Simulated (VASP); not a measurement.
# Pt (P6_3/mmc) in VASP: further runs

The runs below take Pt through single point, with PBE.

Everything below comes from runs of VASP 6.6.1. Logs are shortened: lines on timing, memory, paths and dates and some standing lists are left out, and cuts for length are marked.

## (1) The cell of the first run

The structure is hexagonal, space group P6_3/mmc (No. 194). Conventional cell: a = 2.761 Å, b = 2.761 Å, c = 4.792 Å, α = 90.00°, β = 90.00°, γ = 120.00°. Pt (site symmetry -6m2) has 12 Pt at 2.76 to 2.88 Å within 3.6 Å.

This isn't the form of Pt at room conditions, which is fcc.

## (2) Single point, PBE, collinear spin

Input file INCAR:

```
SYSTEM = Pt
ALGO = Normal
EDIFF = 1E-7
ENCUT = 520
GGA = PE
ISIF = 2
ISMEAR = -1
ISPIN = 2
LASPH = .True.
LCHARG = .False.
LMAXMIX = 4
LORBIT = 11
LREAL = .False.
LWAVE = .False.
MAGMOM = 0.05 0.05
NBANDS = 21
NELM = 150
NUPDOWN = 0.1
PREC = Accurate
SIGMA = 0.03
```

Input file KPOINTS:

```
k-points
0
Gamma
  12 12 6
  0 0 0
```

Input file POSCAR:

```
Pt
1.0
    2.7606656158      0.0000000000      0.0000000000
   -1.3803328079      2.3908065546      0.0000000000
    0.0000000000      0.0000000000      4.7921340000
Pt
2
Direct
    0.6666666667      0.3333333333      0.7500000000
    0.3333333333      0.6666666667      0.2500000000
```

Potentials or basis: VASP PAW PBE potentials, release 64 (Pt).

The run is started by

```console
cat potpaw_PBE.64/Pt/POTCAR > POTCAR
mpirun -np 1 vasp_std > vasp.out
```

OUTCAR:

```text
SYSTEM = Pt
   EDIFF = 1E-7
   ENCUT = 520
   GGA = PE
   ISIF = 2
   ISMEAR = -1
   ISPIN = 2
   LASPH = .True.
   LORBIT = 11
   LREAL = .False.
   NELM = 150
   NUPDOWN = 0.1
   PREC = Accurate

 ion  position               nearest neighbor table
   1  0.667  0.333  0.750-   2 2.88   2 2.88   2 2.88   2 2.88   2 2.88   2 2.88
   2  0.333  0.667  0.250-   1 2.88   1 2.88   1 2.88   1 2.88   1 2.88   1 2.88

  LATTYP: Found a hexagonal cell.
 ALAT       =     2.7606656158
 C/A-ratio  =     1.7358618054

  Lattice vectors:

 A1 = (   2.7606656158,   0.0000000000,   0.0000000000)
 A2 = (  -1.3803328079,   2.3908065546,   0.0000000000)
 A3 = (   0.0000000000,   0.0000000000,   4.7921340000)

Analysis of symmetry for initial positions (statically):
=====================================================================
 Subroutine PRICEL returns:
 Original cell was already a primitive cell.

 Routine SETGRP: Setting up the symmetry group for a
 hexagonal supercell.

 Subroutine GETGRP returns: Found 24 space group operations
 (whereof 12 operations were pure point group operations)
 out of a pool of 24 trial point group operations.

The static configuration has the point symmetry D_3d.
 The point group associated with its full space group is D_6h.

Analysis of symmetry for dynamics (positions and initial velocities):
=====================================================================
 Subroutine PRICEL returns:
 Original cell was already a primitive cell.

 Routine SETGRP: Setting up the symmetry group for a
 hexagonal supercell.

 Subroutine GETGRP returns: Found 24 space group operations
 (whereof 12 operations were pure point group operations)
 out of a pool of 24 trial point group operations.

The dynamic configuration has the point symmetry D_3d.
 The point group associated with its full space group is D_6h.

Analysis of structural, dynamic, and magnetic symmetry:
=====================================================================
 Subroutine PRICEL returns:
 Original cell was already a primitive cell.

 Routine SETGRP: Setting up the symmetry group for a
 hexagonal supercell.

 Subroutine GETGRP returns: Found 24 space group operations
 (whereof 12 operations were pure point group operations)
 out of a pool of 24 trial point group operations.

The overall configuration has the point symmetry D_3d.
 The point group associated with its full space group is D_6h.

 Subroutine INISYM returns: Found 24 space group operations
 (whereof 12 operations are pure point group operations),
 and found     1 'primitive' translations

[... 118 lines left out ...]
   LORBIT       =     11    0 simple, 1 ext, 2 COOP (PROOUT), +10 PAW based schemes
   GGA     = PE    functional components
   LHFCALC =     F    Hartree Fock is set to
   AEXX    =    0.0000 exact exchange contribution
   IVDW    =     0    specifies the selected vdW correction
   LEPSILON=     F    determine dielectric tensor
   LRPA    =     F    only Hartree local field effects (RPA)
 spin polarized calculation
  energy-cutoff  :      520.00
  volume of cell :       31.63
 maximum number of plane-waves:       864
 NGX is ok and might be reduce to    24
   NGX = 11   NGY = 11   NGZ = 17

 number of electron      20.0000004 magnetization       0.1000000

 Free energy of the ion-electron system (eV)
  ---------------------------------------------------
  ext. energy  EPLUGINS =         0.00000000
  ---------------------------------------------------
  free energy    TOTEN  =       -12.07937090 eV

  energy without entropy =      -12.06555248  energy(sigma->0) =      -12.07246169

 E-fermi :  10.3293     XC(G=0): -13.2014

 val. band max:       10.3335536775   @ k =   0.4167   0.0000   0.0000
 cond. band min:      10.3357222754   @ k =   0.4167   0.0833   0.5000
 fundamental gap:      0.0021685979
 Fermi energy:        10.3341477178

 spin component 1

 k-point     1 :       0.0000    0.0000    0.0000
  band No.  band energies     occupation
      1       0.6734      1.00000
      2       3.3044      1.00000
      3       6.4086      1.00000
      4       6.9283      1.00000
      5       6.9283      1.00000
      6       7.2906      1.00000
[... 565 lines left out ...]
     20      31.2509      0.00000
     21      32.4942      0.00000

 [... further k-points ...]

 spin component 2

 k-point     1 :       0.0000    0.0000    0.0000
  band No.  band energies     occupation
      1       0.6817      1.00000
      2       3.3257      1.00000
      3       6.4487      1.00000
      4       6.9578      1.00000
      5       6.9578      1.00000
      6       7.3208      1.00000
[... 565 lines left out ...]
     20      31.2614      0.00000
     21      32.5036      0.00000

 [... further k-points ...]

------------------------ aborting loop because EDIFF is reached ----------------------------------------

  FORCE on cell =-STRESS in cart. coord.  units (eV):
  Direction    XX          YY          ZZ          XY          YZ          ZX
  --------------------------------------------------------------------------------------
  -------------------------------------------------------------------------------------
  Total       -0.2305257     -0.2305257     -0.2978914      0.0000000     -0.0000000      0.0000000
  in kB      -11.6773103    -11.6773103    -15.0897236      0.0000000     -0.0000000      0.0000000
  external PRESSURE =     -12.8147814 kB  Pullay stress =       0.0000000 kB

 VOLUME and BASIS-vectors are now :
 -----------------------------------------------------------------------------
  energy-cutoff  :      520.00
  volume of cell :       31.63
      direct lattice vectors                 reciprocal lattice vectors
     2.760665616  0.000000000  0.000000000     0.362231483  0.209134444  0.000000000
    -1.380332808  2.390806555  0.000000000     0.000000000  0.418268888  0.000000000
     0.000000000  0.000000000  4.792134000     0.000000000  0.000000000  0.208675300

 POSITION                                       TOTAL-FORCE (eV/Angst)
 -----------------------------------------------------------------------------------
      1.38033      0.79694      3.59410         0.000000     -0.000000      0.000000
     -0.00000      1.59387      1.19803        -0.000000      0.000000      0.000000
 -----------------------------------------------------------------------------------
    total drift:                               -0.000000      0.000000     -0.000000

  FREE ENERGIE OF THE ION-ELECTRON SYSTEM (eV)
  ---------------------------------------------------
  free  energy   TOTEN  =       -12.0793709033 eV

  energy  without entropy=      -12.0655524841  energy(sigma->0) =      -12.07246169

 total charge

# of ion       s       p       d       tot
------------------------------------------
    1        0.617   0.556   8.017   9.190
    2        0.617   0.556   8.017   9.190
--------------------------------------------------
tot          1.234   1.112  16.034  18.381

 magnetization (x)

# of ion       s       p       d       tot
------------------------------------------
    1        0.001  -0.000   0.049   0.049
    2        0.001  -0.000   0.049   0.049
--------------------------------------------------
tot          0.001  -0.000   0.098   0.099
```

stdout:

```text
POSCAR found type information on POSCAR Pt
 POSCAR found :  1 types and       2 ions
 scaLAPACK will be used
 LDA part: xc-table for (Slater+PW92), standard interpolation
 POSCAR, INCAR and KPOINTS ok, starting setup
 FFT: planning ... GRIDC
 FFT: planning ... GRID_SOFT
 FFT: planning ... GRID
 WAVECAR not read
 entering main loop
```

Run time: 57 s. Hardware: 1 thread of Intel Xeon Platinum 8488C (Sapphire Rapids), shared host; peak memory 0.21 GiB.

Results:

```yaml
Free_energy: -12.0794 eV
Pressure: -1.3 GPa
Net_moment: 0.10 μB per cell
Site_moments: Pt +0.05 μB
Valence_electrons_inside_the_program's_atomic_spheres: Pt 9.19
```

Caveat: spin-orbit coupling is left out, which moves the levels of the heavy elements; the total moment is fixed, so each spin has its own Fermi level and the state may be an excited one.

## (3) Single point, PBE, collinear spin

Input file INCAR:

```
PREC = Accurate
ENCUT = 520
EDIFF = 1E-7
ISMEAR = -1
SIGMA = 0.03
LREAL = F
LASPH = T
NELM = 150
ALGO = Normal
ISIF = 2
LWAVE = F
LCHARG = F
ISPIN = 2
MAGMOM = 0.15 0.15
LORBIT = 11
NUPDOWN = 0.3
LMAXMIX = 4
GGA = PE
NBANDS = 21
```

Input file KPOINTS:

```
regular mesh
0
Gamma
  12 12 6
```

POSCAR is that of step 2.

Potentials or basis: VASP PAW PBE potentials, release 64 (Pt).

The run is started by

```console
cat potpaw_PBE.64/Pt/POTCAR > POTCAR
mpirun -np 1 vasp_std > vasp.out
```

Wall time 48 s (1 thread of Intel Xeon Platinum 8488C (Sapphire Rapids), shared host); peak memory 0.21 GiB.

It converged, with:

```
Free energy                                           : -12.0783 eV
Pressure                                              : -1.2 GPa
Net moment                                            : 0.30 μB per cell
Site moments                                          : Pt +0.15 μB
Valence electrons inside the program's atomic spheres : Pt 9.19
```

Stress tensor (GPa, compression positive):
```
-1.07  0.00  0.00
 0.00 -1.07  0.00
 0.00  0.00 -1.54
```

Caveat: spin-orbit coupling is left out, which moves the levels of the heavy elements; the total moment is fixed, so each spin has its own Fermi level and the state may be an excited one.

## (4) Single point, PBE, collinear spin

Input file INCAR:

```
SYSTEM = Pt
PREC = Accurate ; ENCUT = 520
EDIFF = 1E-7 ; ISMEAR = -1
SIGMA = 0.03 ; LREAL = .False.
LASPH = .True. ; NELM = 150
ALGO = Normal ; ISIF = 2
LWAVE = .False. ; LCHARG = .False.
ISPIN = 2 ; MAGMOM = 0.15 0.15
LORBIT = 11 ; NUPDOWN = 0.3
LMAXMIX = 4 ; GGA = PE
NBANDS = 21
```

Input file KPOINTS:

```
Automatic mesh
0
Gamma
  12 12 6
  0 0 0
```

POSCAR is that of step 3.

The run is started by

```console
cat potpaw_PBE.64/Pt/POTCAR > POTCAR
mpirun -np 1 vasp_std > vasp.out
```

It took 43 s on 1 thread of Intel Xeon Platinum 8488C (Sapphire Rapids), shared host; peak memory 0.21 GiB.

It converged, with:

| Quantity | Value |
| --- | --- |
| Free energy | -12.0783 eV |
| Pressure | -1.2 GPa |
| Net moment | 0.30 μB per cell |
| Site moments | Pt +0.15 μB |
| Valence electrons inside the program's atomic spheres | Pt 9.19 |

Stress tensor (GPa, compression positive):
```
-1.07  0.00  0.00
 0.00 -1.07  0.00
 0.00  0.00 -1.54
```

Caveat: spin-orbit coupling is left out, which moves the levels of the heavy elements; the total moment is fixed, so each spin has its own Fermi level and the state may be an excited one.

[end of part 1 of 2]
